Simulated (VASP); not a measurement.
# WS2: single point with PBEsol

The system is WS2, a slab with vacuum.

```
W S
1.0
     3.31820    0.00000    0.00000
    -1.65910    2.87365    0.00000
     0.00000    0.00000   22.03652
W S
2 4
Direct
  0.33333 0.66667 0.63457
  0.66667 0.33333 0.36543
  0.33333 0.66667 0.29897
  0.66667 0.33333 0.56805
  0.33333 0.66667 0.43195
  0.66667 0.33333 0.70103
```

- Program: VASP 6.6.1
- Task: single point
- Functional: PBEsol
- Potentials or basis: VASP PAW PBE potentials, release 64 (W_sv, S)
- Cutoff: 520 eV
- k mesh: 12 × 12 × 2
- Occupations: gaussian, width 0.05 eV
- Spin: no spin polarisation

The largest force is 0.921 eV/Å and the band gap on the k mesh is 0.07 eV (least direct gap 1.20 eV).

Forces on the atoms (eV/Å):
```
W    0.000  0.000  0.010
W    0.000  0.000 -0.010
S    0.000  0.000 -0.921
S    0.000  0.000 -0.862
S    0.000  0.000  0.862
S    0.000  0.000  0.921
```

Levels at points of the mesh, in eV from the valence-band top:
```csv
k point,band 22,band 23,band 24,band 25,band 26,band 27,band 28,band 29,band 30,band 31
"(0.00, 0.00, 0.00)",-3.08,-2.93,-1.81,-0.50,0.00,1.64,1.64,1.64,1.64,2.06
"(0.50, 0.00, 0.00)",-2.73,-2.61,-2.49,-1.86,-1.71,1.25,1.28,1.61,1.62,2.89
"(0.00, 0.00, 0.50)",-3.08,-2.93,-1.81,-0.50,0.00,1.64,1.64,1.64,1.64,2.06
"(0.50, 0.00, 0.50)",-2.73,-2.61,-2.49,-1.86,-1.71,1.25,1.28,1.61,1.62,2.89
```

Wall time 9.3 min on 1 thread of Intel(R) Xeon(R) Platinum 8488C (Sapphire Rapids), with other jobs on the host, peak memory 0.5 GiB.

Caveat: there is no dipole correction, which matters where the two faces differ; the PAW data sets were made with another functional, which shifts forces and pressure a little; spin-orbit coupling is left out, which moves the levels of the heavy elements.
